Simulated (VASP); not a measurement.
Crystal: Cd3Si.

```
Cd Si
1.0
     4.62631    0.00000    0.00000
    -2.31315    4.00650    0.00000
     0.00000    0.00000    4.88259
Cd Si
3 1
Direct
  0.00000 0.00000 0.50000
  0.33333 0.66667 0.00000
  0.66667 0.33333 0.00000
  0.00000 0.00000 0.00000
```

| Item | Value |
| --- | --- |
| Program | VASP 6.6.1 |
| Task | relaxation of cell and atoms |
| Functional | PBE |
| Potentials or basis | VASP PAW PBE potentials, release 64 (Cd, Si) |
| Cutoff | 500 eV |
| k mesh | 6 × 6 × 4 |
| Occupations | gaussian, width 0.1 eV |
| Spin | no spin polarisation |

At the start: pressure 14.9 GPa; volume 22.63 Å³/atom.

**Question.** Where does the relaxation end?

**Answer.** Over 6 steps the energy falls by 224.0 meV/atom and the volume is 28.42 Å³/atom (+25.6 %); space group P6/mmm (No. 191, to 0.05 Å).

Step by step:
```tsv
step	energy change (eV)	largest force (eV/Å)	pressure (GPa)	volume (Å³)
1	0.0000	0.0000	14.94	90.50
2	-0.8363	0.0000	-1.73	121.01
3	-0.8850	0.0000	0.03	113.42
4	-0.8851	0.0000	0.17	112.93
5	-0.8954	0.0000	0.00	113.51
6	-0.8959	0.0000	-0.03	113.66
```

Final structure:
```xyz
4
Lattice="4.9899 0.0000 0.0000 -2.4949 4.3214 0.0000 0.0000 0.0000 5.2711" Properties=species:S:1:pos:R:3 pbc="T T T"
Cd    0.0000    0.0000    2.6355
Cd    0.0000    2.8809    0.0000
Cd    2.4949    1.4405    0.0000
Si    0.0000    0.0000    0.0000
```

Caveat: the volume moved by over 15 % at a fixed basis, so the end points are rough.
